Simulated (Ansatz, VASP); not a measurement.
# One calculation of Si, two programs

```
Si
1.0
     6.99579   -1.87024    0.00196
     6.99579    1.87024    0.00196
    -0.75386    0.00000    6.24714
Si
8
Direct
  0.05526 0.05526 0.87329
  0.94474 0.94474 0.12671
  0.55899 0.55899 0.65324
  0.44101 0.44101 0.34676
  0.21250 0.21250 0.05713
  0.78750 0.78750 0.94287
  0.72705 0.72705 0.58568
  0.27295 0.27295 0.41432
```

Change from the starting cell: strain +0.0200 x Voigt [1, -1, 0, 0, 0, 0], atoms carried along.

Alike in both runs: task single point; functional LDA; k mesh 10 × 10 × 6; occupations gaussian, width 0.03 eV; no spin polarisation.

|  | VASP | Ansatz |
| --- | --- | --- |
| version | VASP 6.6.1 | Ansatz 0.2.0 |
| potentials or method | VASP PAW LDA potentials, release 64 (Si), cutoff 520 eV | scalar-relativistic, plane waves, PAW |
| valence electrons in the cell | 32 | 32 |

|  | VASP | Ansatz | Ansatz less VASP |
| --- | --- | --- | --- |
| gap on the k mesh at the Fermi level (eV) | 0.34 | 0.33 | -0.001 |
| least direct gap on the mesh (eV) | 0.70 | 0.70 | -0.001 |
| pressure (GPa) | 0.3 | 0.2 | -0.05 |
| traceless stress, the component that is largest in VASP (GPa) | 3.66 | 3.63 | -0.026 |
| rms of the force components (eV/Å) | 0.199 | 0.198 | -0.0005 |

LDA's correlation is that of Perdew and Zunger in VASP and of Perdew and Wang (1992) in Ansatz. Atom by atom the forces differ by 0.001 eV/Å (rms over components).
